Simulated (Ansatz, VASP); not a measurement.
## Ge: VASP beside Ansatz

```
Ge
1.0
     3.99697    0.00000    0.00000
    -1.99848    3.46148    0.00000
     0.00000    0.00000   29.02271
Ge
10
Direct
  0.33333 0.66667 0.25842
  0.66667 0.33333 0.28702
  0.66667 0.33333 0.37206
  0.33333 0.66667 0.40066
  0.33333 0.66667 0.48570
  0.66667 0.33333 0.51430
  0.66667 0.33333 0.59934
  0.33333 0.66667 0.62794
  0.33333 0.66667 0.71298
  0.66667 0.33333 0.74158
```

Alike in both runs: task single point; functional PBEsol; k mesh 9 × 9 × 1; occupations gaussian, width 0.1 eV; no spin polarisation.

```csv
,VASP,Ansatz
version,VASP 6.6.1,Ansatz 0.2.0
potentials or method,"VASP PAW PBE potentials, release 64 (Ge_d), cutoff 520 eV","scalar-relativistic, plane waves, PAW"
valence electrons in the cell,140,140
```

Ansatz gave:

```
gap on the k mesh at the Fermi level (eV) : none
rms of the force components (eV/Å)        : 0.070
```

Problem. Which values does VASP return?

Solution. gap on the k mesh at the Fermi level (eV): none; rms of the force components (eV/Å): 0.072.

VASP's potentials were made for PBE, not for PBEsol. Atom by atom the forces differ by 0.002 eV/Å (rms over components). A gap of «none» marks a metal or a gap that the smearing closes. Ansatz's warnings: xc potential rough in thin density.
